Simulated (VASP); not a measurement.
# Cu (Fmmm) in VASP: further runs

Cu is run at these levels: PBE; tasks: single point.

Everything below comes from runs of VASP 6.6.1. Logs are shortened: lines on timing, memory, paths and dates and some standing lists are left out, and cuts for length are marked.

**1. The cell of the first run**

It takes space group Fmmm (No. 69, orthorhombic). Conventional cell: a = 3.073 Å, b = 3.615 Å, c = 4.157 Å, α = 90.00°, β = 90.00°, γ = 90.00°. Within 3.1 Å of Cu (site symmetry mmm) lie 14 Cu at 2.37 to 3.07 Å.

**2. Single point, PBE (strain -0.1500 x Voigt [1, -1, 0, 0, 0, 0])**

Contents of INCAR:

```
SYSTEM = Cu
PREC = Accurate ; ENCUT = 520
EDIFF = 1E-6 ; ISMEAR = 0
SIGMA = 0.15 ; LREAL = .False.
LASPH = .True. ; NELM = 60
ALGO = Fast ; ISIF = 2
LWAVE = .False. ; LCHARG = .True.
GGA = PE ; LELF = .True.
LVHAR = .True. ; NBANDS = 12
```

Contents of KPOINTS:

```
regular mesh
0
Gamma
  22 22 22
  0 0 0
```

Contents of POSCAR:

```
Cu
1.0
    0.0000000000      2.0786250000      1.8075000000
    1.5363750000      0.0000000000      1.8075000000
    1.5363750000      2.0786250000      0.0000000000
Cu
1
Direct
    0.0000000000      0.0000000000      0.0000000000
```

Potentials or basis: VASP PAW PBE potentials, release 64 (Cu).

Command:

```console
$ cat potpaw_PBE.64/Cu/POTCAR > POTCAR
$ mpirun -np 1 vasp_std > vasp.out
```

OUTCAR:

```text
SYSTEM = Cu
   PREC = Accurate
   ENCUT = 520
   EDIFF = 1E-6
   ISMEAR = 0
   LREAL = .False.
   LASPH = .True.
   NELM = 60
   ISIF = 2
   GGA = PE

 ion  position               nearest neighbor table
   1  0.000  0.000  0.000-

  LATTYP: Found a face centered orthorhombic cell.
 ALAT       =     3.0727500000
 B/A-ratio  =     1.1764705882
 C/A-ratio  =     1.3529411765

  Lattice vectors:

 A1 = (   0.0000000000,   2.0786250000,  -1.8075000000)
 A2 = (   1.5363750000,   2.0786250000,   0.0000000000)
 A3 = (   1.5363750000,   0.0000000000,  -1.8075000000)

Analysis of symmetry for initial positions (statically):
=====================================================================
 Subroutine PRICEL returns:
 Original cell was already a primitive cell.

 Routine SETGRP: Setting up the symmetry group for a
 face centered orthorhombic supercell.

 Subroutine GETGRP returns: Found  8 space group operations
 (whereof  8 operations were pure point group operations)
 out of a pool of  8 trial point group operations.

The static configuration has the point symmetry D_2h.

Analysis of symmetry for dynamics (positions and initial velocities):
=====================================================================
 Subroutine PRICEL returns:
 Original cell was already a primitive cell.

 Routine SETGRP: Setting up the symmetry group for a
 face centered orthorhombic supercell.

 Subroutine GETGRP returns: Found  8 space group operations
 (whereof  8 operations were pure point group operations)
 out of a pool of  8 trial point group operations.

The dynamic configuration has the point symmetry D_2h.

 Subroutine INISYM returns: Found  8 space group operations
 (whereof  8 operations are pure point group operations),
 and found     1 'primitive' translations

----------------------------------------------------------------------------------------

                                     Primitive cell

  volume of cell :      11.5447

  direct lattice vectors                    reciprocal lattice vectors
     0.000000000  2.078625000  1.807500000    -0.325441380  0.240543629  0.276625173
     1.536375000  0.000000000  1.807500000     0.325441380 -0.240543629  0.276625173
     1.536375000  2.078625000  0.000000000     0.325441380  0.240543629 -0.276625173

  length of vectors
     2.754584931  2.372236158  2.584788199     0.490198751  0.490198751  0.490198751

  position of ions in fractional coordinates (direct lattice)
     0.000000000  0.000000000  0.000000000

  ion indices of the primitive-cell ions
   primitive index   ion index
                 1           1

----------------------------------------------------------------------------------------

 KPOINTS: regular mesh

Automatic generation of k-mesh.
 Grid dimensions read from file:
 generate k-points for:   22   22   22

 Generating k-lattice:

  Cartesian coordinates                     Fractional coordinates (reciprocal lattice)
    -0.014792790  0.010933801  0.012573871     0.045454545 -0.000000000  0.000000000
     0.014792790 -0.010933801  0.012573871    -0.000000000  0.045454545  0.000000000
     0.014792790  0.010933801 -0.012573871     0.000000000  0.000000000  0.045454545

  Length of vectors
     0.022281761  0.022281761  0.022281761

  Shift w.r.t. Gamma in fractional coordinates (k-lattice)
     0.000000000  0.000000000  0.000000000

 Subroutine IBZKPT returns following result:
 ===========================================

 Found   1530 irreducible k-points:

 Following reciprocal coordinates:
            Coordinates               Weight
  0.000000  0.000000  0.000000      1.000000
  0.045455 -0.000000  0.000000      8.000000
  0.090909 -0.000000  0.000000      8.000000
  0.136364 -0.000000 -0.000000      8.000000
  0.181818 -0.000000  0.000000      8.000000
  0.227273 -0.000000 -0.000000      8.000000
[... 16 lines left out ...]
  0.500000  0.045455 -0.000000      8.000000
 -0.454545  0.045455  0.000000      8.000000
 [... further k-points ...]
   k-points           NKPTS =   1530   k-points in BZ     NKDIM =   1530   number of bands    NBANDS=     12
   number of dos      NEDOS =    301   number of ions     NIONS =      1
   total plane-waves  NPLWV =   7200
   dimension x,y,z NGX =    20 NGY =   18 NGZ =   20
   dimension x,y,z NGXF=    40 NGYF=   36 NGZF=   40
   ions per type =               1
   NGX,Y,Z   is equivalent  to a cutoff of  12.07, 12.61, 12.86 a.u.
   NGXF,Y,Z  is equivalent  to a cutoff of  24.14, 25.23, 25.73 a.u.
 SYSTEM =  Cu
   PREC   = accura    normal or accurate (medium, high low for compatibility)
   ISTART =      0    job   : 0-new  1-cont  2-samecut
   ICHARG =      2    charge: 1-file 2-atom 10-const
   ISPIN  =      1    spin polarized calculation?
   LNONCOLLINEAR =      F non collinear calculations
   LSORBIT =      F    spin-orbit coupling
   LASPH  =      T    aspherical Exc in radial PAW
   ENCUT  =  520.0 eV  38.22 Ry    6.18 a.u.   5.12  4.41  4.81*2*pi/ulx,y,z
   NELM   =     60;   NELMIN=  2; NELMDL= -5     # of ELM steps
   EDIFF  = 0.1E-05   stopping-criterion for ELM
   LREAL  =      F    real-space projection
   EDIFFG = 0.1E-04   stopping-criterion for IOM
   NSW    =      0    number of steps for IOM
   IBRION =     -1    ionic relax: 0-MD 1-quasi-New 2-CG
   NFREE  =      0    steps in history (QN), initial steepest desc. (CG)
   ISIF   =      2    stress and relaxation
   ISYM   =      2    0-nonsym 1-usesym 2-fastsym
   POTIM  = 0.5000    time-step for ionic-motion
   TEBEG  =    0.0;   TEEND  =   0.0 temperature during run
   PSTRESS=    0.0 pullay stress
   NELECT =      11.0000    total number of electrons
   NUPDOWN=      -1.0000    fix difference up-down
   EMIN   =  10.00;   EMAX   =-10.00  energy-range for DOS
   EFERMI =   0.00;   METHOD = LEGACY
   ISMEAR =     0;   SIGMA  =   0.15  broadening in eV -4-tet -1-fermi 0-gaus
   EFERMI_NEDOS =   21; number of points for ismear=-14 and -15
   IALGO  =     68    algorithm
   IMIX   =      4    mixing-type and parameters
     AMIX     =   0.40;   BMIX     =  1.00
     AMIX_MAG =   1.60;   BMIX_MAG =  1.00
  volume/ion in A,a.u.               =      11.54        77.91
  Fermi-wavevector in a.u.,A,eV,Ry     =   1.610937  3.044229 35.308715  2.595117
  Thomas-Fermi vector in A             =   2.706407
   LORBIT       =      0    0 simple, 1 ext, 2 COOP (PROOUT), +10 PAW based schemes
   GGA     = PE    functional components
   LHFCALC =     F    Hartree Fock is set to
   AEXX    =    0.0000 exact exchange contribution
   IVDW    =     0    specifies the selected vdW correction
   LEPSILON=     F    determine dielectric tensor
   LRPA    =     F    only Hartree local field effects (RPA)
 non-spin polarized calculation
 RMM-DIIS sequential band-by-band and
 Gauss-broadening in eV      SIGMA  =   0.15
  energy-cutoff  :      520.00
  volume of cell :       11.54
 maximum number of plane-waves:       322
   NGX = 11   NGY =  9   NGZ =  9

 number of electron      10.9999998 magnetization

 Free energy of the ion-electron system (eV)
  ---------------------------------------------------
  ext. energy  EPLUGINS =         0.00000000
  ---------------------------------------------------
  free energy    TOTEN  =        -3.62923687 eV

  energy without entropy =       -3.62629090  energy(sigma->0) =       -3.62776388

 E-fermi :   7.8664     XC(G=0): -12.8521

 val. band max:        7.8625896880   @ k =   0.5000   0.1818   0.0455
 cond. band min:       7.8755713454   @ k =  -0.4545   0.0909   0.2727
 fundamental gap:      0.0129816574
 Fermi energy:         7.8664194350

 k-point     1 :       0.0000    0.0000    0.0000
  band No.  band energies     occupation
      1      -1.6431      2.00000
      2       4.1348      2.00000
      3       4.8313      2.00000
      4       5.0429      2.00000
      5       5.5200      2.00000
      6       6.0200      2.00000
      7      31.8550      0.00000
      8      31.9980      0.00000
      9      33.8242      0.00000
     10      35.2541      0.00000
     11      35.5004      0.00000
     12      35.7402      0.00000

 k-point     2 :       0.0455   -0.0000    0.0000
  band No.  band energies     occupation
      1      -1.5640      2.00000
      2       4.1482      2.00000
      3       4.8372      2.00000
      4       5.0430      2.00000
      5       5.5122      2.00000
      6       6.0085      2.00000
      7      31.3262      0.00000
      8      31.6718      0.00000
      9      33.2149      0.00000
     10      34.4467      0.00000
     11      34.6199      0.00000
     12      36.5089      0.00000

 k-point     3 :       0.0909   -0.0000    0.0000
  band No.  band energies     occupation
      1      -1.3285      2.00000
      2       4.1833      2.00000
      3       4.8433      2.00000
      4       5.0536      2.00000
      5       5.4955      2.00000
      6       5.9765      2.00000
      7      29.4559      0.00000
      8      30.9578      0.00000
      9      32.3826      0.00000
     10      33.5924      0.00000
     11      34.2698      0.00000
     12      37.2969      0.00000

 k-point     4 :       0.1364   -0.0000   -0.0000
  band No.  band energies     occupation
      1      -0.9425      2.00000
      2       4.2278      2.00000
      3       4.8138      2.00000
      4       5.1102      2.00000
      5       5.4847      2.00000
      6       5.9312      2.00000
      7      27.0867      0.00000
      8      29.9598      0.00000
      9      31.6250      0.00000
     10      33.0070      0.00000
     11      34.3330      0.00000
     12      37.9023      0.00000

 k-point     5 :       0.1818   -0.0000    0.0000
  band No.  band energies     occupation
      1      -0.4178      2.00000
      2       4.2694      2.00000
      3       4.7348      2.00000
      4       5.2336      2.00000
      5       5.4891      2.00000
      6       5.8842      2.00000
      7      24.6557      0.00000
      8      28.8502      0.00000
      9      30.9871      0.00000
     10      32.4752      0.00000
     11      34.6377      0.00000
     12      37.7629      0.00000
[... 228 lines left out ...]
      1       2.4985      2.00000
      2       4.1869      2.00000
      3       5.1903      2.00000
      4       5.5671      2.00000
      5       5.9575      2.00000
      6       6.4286      2.00000
      7      14.6853      0.00000
      8      24.7887      0.00000
      9      29.4436      0.00000
     10      30.1516      0.00000
     11      35.1211      0.00000
     12      36.9634      0.00000

 k-point    22 :       0.4545    0.0455   -0.0000
  band No.  band energies     occupation
      1       2.6912      2.00000
      2       4.1446      2.00000
      3       5.3240      2.00000
      4       5.8193      2.00000
      5       6.0741      2.00000
      6       6.8923      2.00000
      7      13.1224      0.00000
      8      24.3781      0.00000
      9      29.0080      0.00000
     10      29.8956      0.00000
     11      35.5374      0.00000
     12      37.3094      0.00000

 k-point    23 :       0.5000    0.0455   -0.0000
  band No.  band energies     occupation
      1       2.7520      2.00000
      2       4.1219      2.00000
      3       5.3635      2.00000
      4       5.8764      2.00000
      5       6.2208      2.00000
      6       7.3431      2.00000
      7      12.1864      0.00000
      8      24.1756      0.00000
      9      28.6075      0.00000
     10      29.8366      0.00000
     11      35.9231      0.00000
     12      37.7150      0.00000

 k-point    24 :      -0.4545    0.0455    0.0000
  band No.  band energies     occupation
      1       2.7356      2.00000
      2       4.1204      2.00000
      3       5.3953      2.00000
      4       5.8401      2.00000
      5       6.2394      2.00000
      6       7.2073      2.00000
      7      12.3597      0.00000
      8      24.1872      0.00000
      9      28.3349      0.00000
     10      29.8780      0.00000
     11      36.2400      0.00000
     12      38.2152      0.00000

 [... further k-points ...]
[... 5 lines left out ...]
  --------------------------------------------------------------------------------------
  -------------------------------------------------------------------------------------
  Total        0.9136985     -0.3780804      1.3878263      0.0000000      0.0000000      0.0000000
  in kB      126.8036712    -52.4702450    192.6034284      0.0000000      0.0000000      0.0000000
  external PRESSURE =      88.9789515 kB  Pullay stress =       0.0000000 kB

 VOLUME and BASIS-vectors are now :
 -----------------------------------------------------------------------------
  energy-cutoff  :      520.00
  volume of cell :       11.54
      direct lattice vectors                 reciprocal lattice vectors
     0.000000000  2.078625000  1.807500000    -0.325441380  0.240543629  0.276625173
     1.536375000  0.000000000  1.807500000     0.325441380 -0.240543629  0.276625173
     1.536375000  2.078625000  0.000000000     0.325441380  0.240543629 -0.276625173

 POSITION                                       TOTAL-FORCE (eV/Angst)
 -----------------------------------------------------------------------------------
      0.00000      0.00000      0.00000         0.000000      0.000000      0.000000
 -----------------------------------------------------------------------------------
    total drift:                                0.000000     -0.000000      0.000000

  FREE ENERGIE OF THE ION-ELECTRON SYSTEM (eV)
  ---------------------------------------------------
  free  energy   TOTEN  =        -3.6292368653 eV

  energy  without entropy=       -3.6262909033  energy(sigma->0) =       -3.62776388
```

Run time: 5.8 min. Hardware: 1 thread of AMD EPYC 7R13, shared host; peak memory 0.27 GiB.

What came out:

| Item | Value |
| --- | --- |
| Free energy | -3.6292 eV |
| Pressure | 8.9 GPa |

Caveat: the cell differs from its parent crystal (strain -0.1500 x Voigt [1, -1, 0, 0, 0, 0]).

**3. Single point, PBE (strain +0.1312 x Voigt [1, -1, 0, 0, 0, 0])**

Contents of INCAR:

```
PREC = Accurate ; ENCUT = 520
EDIFF = 1E-7 ; ISMEAR = 0
SIGMA = 0.15 ; LREAL = F
LASPH = T ; NELM = 80
ALGO = Fast ; ISIF = 2
LWAVE = F ; LCHARG = F
GGA = PE ; NBANDS = 12
```

Contents of KPOINTS:

```
Automatic mesh
0
Gamma
  22 22 22
```

Contents of POSCAR:

```
Cu
1.0
    0.0000000000      1.5703560000      1.8075000000
    2.0446440000      0.0000000000      1.8075000000
    2.0446440000      1.5703560000      0.0000000000
Cu
1
Direct
    0.0000000000      0.0000000000      0.0000000000
```

Potentials or basis: VASP PAW PBE potentials, release 64 (Cu).

Command:

```console
$ cat potpaw_PBE.64/Cu/POTCAR > POTCAR
$ mpirun -np 1 vasp_std > vasp.out
```

Run time: 6.5 min. Hardware: 1 thread of AMD EPYC 7R13, shared host; peak memory 0.27 GiB.

The run converged. Its results:

| Item | Value |
| --- | --- |
| Free energy | -3.6535 eV |
| Pressure | 7.4 GPa |

Stress tensor (GPa, compression positive):
```
-4.13  0.00  0.00
 0.00 11.08  0.00
 0.00  0.00 15.23
```

Levels at points of the mesh, in eV from the Fermi level:
```csv
k point,band 3,band 4,band 5,band 6,band 7,band 8
"(0.00, 0.00, 0.00)",-2.91,-2.87,-2.42,-1.85,23.77,24.65
"(0.50, 0.00, 0.00)",-2.52,-1.87,-1.47,-0.87,4.11,16.90
"(0.50, 0.50, 0.00)",-2.00,-1.92,-1.15,1.38,7.10,13.98
"(0.50, 0.00, 0.50)",-1.78,-1.66,-1.22,5.00,10.12,10.61
"(0.00, 0.50, 0.50)",-1.69,-1.68,-1.47,-0.83,4.14,16.72
```

Caveat: the cell differs from its parent crystal (strain +0.1312 x Voigt [1, -1, 0, 0, 0, 0]).

[end of part 1 of 2]
